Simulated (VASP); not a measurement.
Here is a VASP 6.6.1 calculation.

Contents of INCAR:

```
PREC = Accurate
ENCUT = 500
EDIFF = 1E-6
ISMEAR = 1
SIGMA = 0.1
LREAL = False
LASPH = True
NELM = 120
ALGO = Normal
ISIF = 2
LWAVE = False
LCHARG = False
GGA = PE
NBANDS = 12
GGA_COMPAT = False
```

File KPOINTS:

```
Automatic mesh
0
Gamma
  7 7 7
```

The input POSCAR:

```
Y
1.0
   -1.7588035931      1.7588035931      1.7588035931
    1.7588035931     -1.7588035931      1.7588035931
    1.7588035931      1.7588035931     -1.7588035931
Y
1
Direct
    0.0000000000      0.0000000000      0.0000000000
```

Potentials or basis: VASP PAW PBE potentials, release 64 (Y_sv).

Command:

```console
$ cat potpaw_PBE.64/Y_sv/POTCAR > POTCAR
$ mpirun -np 1 vasp_std > vasp.out
```

(1) What does it give for the band gap on the k mesh?

(2) What does it give for the pressure?

Results:

(1) zero (an odd number of electrons rules out a gap without spin polarisation).

(2) 29.8 GPa.

Caveat: the k points lie up to 0.36 Å⁻¹ apart, too coarse for converged energies and pressures of a metal.
